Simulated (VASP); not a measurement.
# AgI (Iodargyrite) (P6_3mc) in VASP: a series of runs

The runs below take AgI (Iodargyrite) through single point, with r2SCAN, HSE06, PBE0.

Program: VASP 6.6.1. These are calculated values, not measurements. Logs are shortened: lines on timing, memory, paths and dates and some standing lists are left out, and cuts for length are marked.

## 1. The cell of the first run

It takes space group P6_3mc (No. 186, hexagonal). Conventional cell: a = 4.651 Å, b = 4.651 Å, c = 7.600 Å, α = 90.00°, β = 90.00°, γ = 120.00°. Ag (site symmetry 3m) has 4 I at 2.85 Å within 3.8 Å. I (site symmetry 3m) has 4 Ag at 2.85 Å within 3.8 Å.

## 2. Single point, r2SCAN

Input file POSCAR:

```
AgI
1.0
    4.6507453634      0.0000000000      0.0000000000
   -2.3253726817      4.0276636312      0.0000000000
    0.0000000000      0.0000000000      7.5997061756
Ag I
2 2
Direct
    0.6666666667      0.3333333333      0.6275234352
    0.3333333333      0.6666666667      0.1275234352
    0.6666666667      0.3333333333      0.0024765648
    0.3333333333      0.6666666667      0.5024765648
```

Input file INCAR.step1:

```
ALGO = Normal ; EDIFF = 1E-5
ENCUT = 550 ; GGA = PE
GGA_COMPAT = F ; ISMEAR = 0
LASPH = T ; LCHARG = F
LREAL = F ; LWAVE = T
NBANDS = 26 ; NELM = 120
PREC = Accurate ; SIGMA = 0.01
```

Input file INCAR.step2:

```
ALGO = Normal ; EDIFF = 1E-6
ENCUT = 550 ; GGA_COMPAT = F
ISIF = 2 ; ISMEAR = 0
ISTART = 1 ; LASPH = T
LCHARG = T ; LELF = T
LMIXTAU = T ; LREAL = F
LVHAR = T ; LWAVE = F
METAGGA = R2SCAN ; NBANDS = 26
NELM = 120 ; PREC = Accurate
SIGMA = 0.01
```

Input file KPOINTS:

```
k-points
0
Gamma
  6 6 4
```

Potentials or basis: VASP PAW PBE potentials, release 64 (Ag, I).

Command:

```
cat potpaw_PBE.64/Ag/POTCAR potpaw_PBE.64/I/POTCAR > POTCAR
cp INCAR.step1 INCAR
mpirun -np 1 vasp_std > vasp.out
cp INCAR.step2 INCAR
mpirun -np 1 vasp_std > vasp.out
```

OUTCAR:

```text
EDIFF = 1E-6
   ENCUT = 550
   ISIF = 2
   ISMEAR = 0
   ISTART = 1
   LASPH = T
   LREAL = F
   METAGGA = R2SCAN
   NELM = 120
   PREC = Accurate

 ion  position               nearest neighbor table
   1  0.667  0.333  0.628-   4 2.85   4 2.85   4 2.85   3 2.85
   2  0.333  0.667  0.128-   3 2.85   3 2.85   3 2.85   4 2.85
   3  0.667  0.333  0.002-   2 2.85   2 2.85   2 2.85   1 2.85
   4  0.333  0.667  0.502-   1 2.85   1 2.85   1 2.85   2 2.85

  LATTYP: Found a hexagonal cell.
 ALAT       =     4.6507453634
 C/A-ratio  =     1.6340834816

  Lattice vectors:

 A1 = (   4.6507453634,   0.0000000000,   0.0000000000)
 A2 = (  -2.3253726817,   4.0276636312,   0.0000000000)
 A3 = (   0.0000000000,   0.0000000000,   7.5997061756)

Analysis of symmetry for initial positions (statically):
=====================================================================
 Subroutine PRICEL returns:
 Original cell was already a primitive cell.

 Routine SETGRP: Setting up the symmetry group for a
 hexagonal supercell.

 Subroutine GETGRP returns: Found 12 space group operations
 (whereof  6 operations were pure point group operations)
 out of a pool of 24 trial point group operations.

The static configuration has the point symmetry C_3v.
 The point group associated with its full space group is C_6v.

Analysis of symmetry for dynamics (positions and initial velocities):
=====================================================================
 Subroutine PRICEL returns:
 Original cell was already a primitive cell.

 Routine SETGRP: Setting up the symmetry group for a
 hexagonal supercell.

 Subroutine GETGRP returns: Found 12 space group operations
 (whereof  6 operations were pure point group operations)
 out of a pool of 24 trial point group operations.

The dynamic configuration has the point symmetry C_3v.
 The point group associated with its full space group is C_6v.

 Subroutine INISYM returns: Found 12 space group operations
 (whereof  6 operations are pure point group operations),
 and found     1 'primitive' translations

----------------------------------------------------------------------------------------

                                     Primitive cell
[... 86 lines left out ...]
   LNONCOLLINEAR =      F non collinear calculations
   LSORBIT =      F    spin-orbit coupling
   LASPH  =      T    aspherical Exc in radial PAW
   ENCUT  =  550.0 eV  40.42 Ry    6.36 a.u.   8.89  8.89 14.53*2*pi/ulx,y,z
   NELM   =    120;   NELMIN=  2; NELMDL=  0     # of ELM steps
   EDIFF  = 0.1E-05   stopping-criterion for ELM
   LREAL  =      F    real-space projection
   EDIFFG = 0.1E-04   stopping-criterion for IOM
   NSW    =      0    number of steps for IOM
   IBRION =     -1    ionic relax: 0-MD 1-quasi-New 2-CG
   NFREE  =      0    steps in history (QN), initial steepest desc. (CG)
   ISIF   =      2    stress and relaxation
   ISYM   =      2    0-nonsym 1-usesym 2-fastsym
   POTIM  = 0.5000    time-step for ionic-motion
   TEBEG  =    0.0;   TEEND  =   0.0 temperature during run
   PSTRESS=    0.0 pullay stress
   NELECT =      36.0000    total number of electrons
   NUPDOWN=      -1.0000    fix difference up-down
   EMIN   =  10.00;   EMAX   =-10.00  energy-range for DOS
   EFERMI =   0.00;   METHOD = LEGACY
   ISMEAR =     0;   SIGMA  =   0.01  broadening in eV -4-tet -1-fermi 0-gaus
   EFERMI_NEDOS =   21; number of points for ismear=-14 and -15
   IALGO  =     38    algorithm
   IMIX   =      4    mixing-type and parameters
     AMIX     =   0.40;   BMIX     =  1.00
     AMIX_MAG =   1.60;   BMIX_MAG =  1.00
  volume/ion in A,a.u.               =      35.59       240.16
  Fermi-wavevector in a.u.,A,eV,Ry     =   1.035265  1.956367 14.582362  1.071773
  Thomas-Fermi vector in A             =   2.169600
   LORBIT       =      0    0 simple, 1 ext, 2 COOP (PROOUT), +10 PAW based schemes
   METAGGA = R2SCAN    functional components
   LHFCALC =     F    Hartree Fock is set to
   AEXX    =    0.0000 exact exchange contribution
   IVDW    =     0    specifies the selected vdW correction
   LEPSILON=     F    determine dielectric tensor
   LRPA    =     F    only Hartree local field effects (RPA)
 non-spin polarized calculation
 Gauss-broadening in eV      SIGMA  =   0.01
  energy-cutoff  :      550.00
  volume of cell :      142.35
 maximum number of plane-waves:      4194
 NGX is ok and might be reduce to    36
   NGX = 17   NGY = 17   NGZ = 29

 number of electron      36.0000007 magnetization

 Free energy of the ion-electron system (eV)
  ---------------------------------------------------
  ext. energy  EPLUGINS =         0.00000000
  ---------------------------------------------------
  free energy    TOTEN  =       -93.05238907 eV

  energy without entropy =      -93.05238907  energy(sigma->0) =      -93.05238907

 E-fermi :   2.5511     XC(G=0):  -8.7515

 val. band max:        2.4502682926   @ k =   0.0000   0.0000   0.0000
 cond. band min:       4.2794492435   @ k =   0.0000   0.0000   0.0000
 fundamental gap:      1.8291809509
 Fermi energy:         2.5510963439

 k-point     1 :       0.0000    0.0000    0.0000
  band No.  band energies     occupation
      1     -10.5443      2.00000
      2     -10.2702      2.00000
      3      -1.6320      2.00000
      4      -1.6306      2.00000
      5      -1.6306      2.00000
      6      -1.5293      2.00000
[... 598 lines left out ...]
     25      11.0336      0.00000
     26      11.0336      0.00000

------------------------ aborting loop because EDIFF is reached ----------------------------------------

  FORCE on cell =-STRESS in cart. coord.  units (eV):
  Direction    XX          YY          ZZ          XY          YZ          ZX
  --------------------------------------------------------------------------------------
  -------------------------------------------------------------------------------------
  Total       -0.1051592     -0.1051592     -0.1061467      0.0000000      0.0000000      0.0000000
  in kB       -1.1835463     -1.1835463     -1.1946611      0.0000000      0.0000000      0.0000000
  external PRESSURE =      -1.1872513 kB  Pullay stress =       0.0000000 kB

 VOLUME and BASIS-vectors are now :
 -----------------------------------------------------------------------------
  energy-cutoff  :      550.00
  volume of cell :      142.35
      direct lattice vectors                 reciprocal lattice vectors
     4.650745363  0.000000000  0.000000000     0.215019297  0.124141449  0.000000000
    -2.325372682  4.027663631  0.000000000     0.000000000  0.248282898  0.000000000
     0.000000000  0.000000000  7.599706176     0.000000000  0.000000000  0.131584035

 POSITION                                       TOTAL-FORCE (eV/Angst)
 -----------------------------------------------------------------------------------
      2.32537      1.34255      4.76899         0.000000      0.000000     -0.000924
     -0.00000      2.68511      0.96914        -0.000000     -0.000000     -0.000924
      2.32537      1.34255      0.01882        -0.000000     -0.000000      0.000924
     -0.00000      2.68511      3.81867         0.000000      0.000000      0.000924
 -----------------------------------------------------------------------------------
    total drift:                               -0.000000      0.000000     -0.000907

  FREE ENERGIE OF THE ION-ELECTRON SYSTEM (eV)
  ---------------------------------------------------
  free  energy   TOTEN  =       -93.0523890672 eV

  energy  without entropy=      -93.0523890672  energy(sigma->0) =      -93.05238907
```

OSZICAR.step1:

```text
N       E                     dE             d eps       ncg     rms          rms(c)
DAV:   1     0.210277195921E+03    0.21028E+03   -0.15899E+04  1092   0.123E+03
DAV:   2     0.166183231717E+01   -0.20862E+03   -0.20054E+03  1206   0.241E+02
DAV:   3    -0.952685622257E+01   -0.11189E+02   -0.11112E+02  1302   0.545E+01
DAV:   4    -0.974117769910E+01   -0.21432E+00   -0.21414E+00  1380   0.747E+00
DAV:   5    -0.974293575758E+01   -0.17581E-02   -0.17580E-02  1288   0.753E-01    0.669E+00
DAV:   6    -0.957172598040E+01    0.17121E+00   -0.57106E-01  1130   0.826E+00    0.497E+00
DAV:   7    -0.957358658042E+01   -0.18606E-02   -0.14987E-01  1144   0.177E+00    0.189E+00
DAV:   8    -0.957372598377E+01   -0.13940E-03   -0.98051E-03  1154   0.908E-01    0.424E-01
DAV:   9    -0.957397878658E+01   -0.25280E-03   -0.23347E-03  1212   0.435E-01    0.906E-02
DAV:  10    -0.957403310746E+01   -0.54321E-04   -0.15577E-04  1180   0.139E-01    0.321E-02
DAV:  11    -0.957409683357E+01   -0.63726E-04   -0.12478E-04  1124   0.733E-02    0.363E-02
DAV:  12    -0.957409060940E+01    0.62242E-05   -0.13997E-05   884   0.421E-02
   1 F= -.95740906E+01 E0= -.95740906E+01  d E =-.152921E-52
```

Run time: 3 min. Hardware: 1 thread of AMD EPYC 9R45 (Zen 5), shared host; peak memory 0.3 GiB.

Results:

| Item | Value |
| --- | --- |
| Free energy | -93.0524 eV |
| Pressure | -0.1 GPa |
| Band gap on the k mesh | 1.83 eV, direct |

Caveat: the PAW data sets were made with another functional, which shifts forces and pressure a little; spin-orbit coupling is left out, which moves the levels of the heavy elements.

## 3. Single point, HSE06

This run uses another cell than the first one, of 36.29 Å³/atom, 1.020 times its volume.

Input file POSCAR:

```
AgI
1.0
    4.6813109067      0.0000000000      0.0000000000
   -2.3406554533      4.0541341682      0.0000000000
    0.0000000000      0.0000000000      7.6494721261
Ag I
2 2
Direct
    0.6666666667      0.3333333333      0.6275002753
    0.3333333333      0.6666666667      0.1275002753
    0.6666666667      0.3333333333      0.0024997247
    0.3333333333      0.6666666667      0.5024997247
```

Input file INCAR.step1:

```
  ALGO = Normal
  EDIFF = 1E-5
  ENCUT = 400
  GGA = PE
  GGA_COMPAT = False
  ISIF = 2
  ISMEAR = -1
  KPAR = 4
  LASPH = True
  LREAL = False
  LWAVE = True
  NBANDS = 26
  NELM = 120
  PREC = Accurate
  SIGMA = 0.02
```

Input file INCAR.step2:

```
  ALGO = Normal
  EDIFF = 1E-6
  ENCUT = 400
  GGA = PE
  GGA_COMPAT = False
  HFSCREEN = 0.2079
  ISIF = 2
  ISMEAR = -1
  ISTART = 1
  KPAR = 4
  LASPH = True
  LCHARG = True
  LHFCALC = True
  LREAL = False
  LVHAR = True
  LWAVE = False
  NBANDS = 26
  NELM = 120
  PREC = Accurate
  PRECFOCK = Normal
  SIGMA = 0.02
```

Input file KPOINTS:

```
k-points
0
Gamma
  6 6 2
```

Potentials or basis: VASP PAW PBE potentials, release 64 (Ag, I).

Command:

```
cat potpaw_PBE.64/Ag/POTCAR potpaw_PBE.64/I/POTCAR > POTCAR
cp INCAR.step1 INCAR
mpirun -np 4 vasp_std > vasp.out
cp INCAR.step2 INCAR
mpirun -np 4 vasp_std > vasp.out
```

Wall time 14 min (4 MPI ranks of Intel Xeon 6975P-C (Granite Rapids), shared host); peak memory 0.36 GiB.

It converged, with:

| Quantity | Value |
| --- | --- |
| Free energy | -11.4714 eV |
| Pressure | -0.2 GPa |
| Band gap on the k mesh | 2.51 eV, direct |

Levels at points of the mesh, in eV from the valence-band top:
```csv
k point,band 14,band 15,band 16,band 17,band 18,band 19,band 20,band 21,band 22,band 23
"(0.00, 0.00, 0.00)",-0.68,-0.68,-0.06,0.00,0.00,2.51,3.84,7.02,7.02,7.18
"(0.50, 0.00, 0.00)",-2.72,-2.19,-1.72,-1.00,-0.69,4.52,4.78,5.92,7.04,7.47
"(0.00, 0.00, 0.50)",-1.72,-0.35,-0.35,-0.35,-0.35,3.81,3.81,6.79,6.79,7.31
"(0.50, 0.00, 0.50)",-3.03,-1.20,-1.20,-1.19,-1.19,4.44,4.44,6.06,6.06,8.47
```

Caveat: the PAW data sets were made with another functional, which shifts forces and pressure a little; spin-orbit coupling is left out, which moves the levels of the heavy elements.

(Part 1 of 2 ends here.)
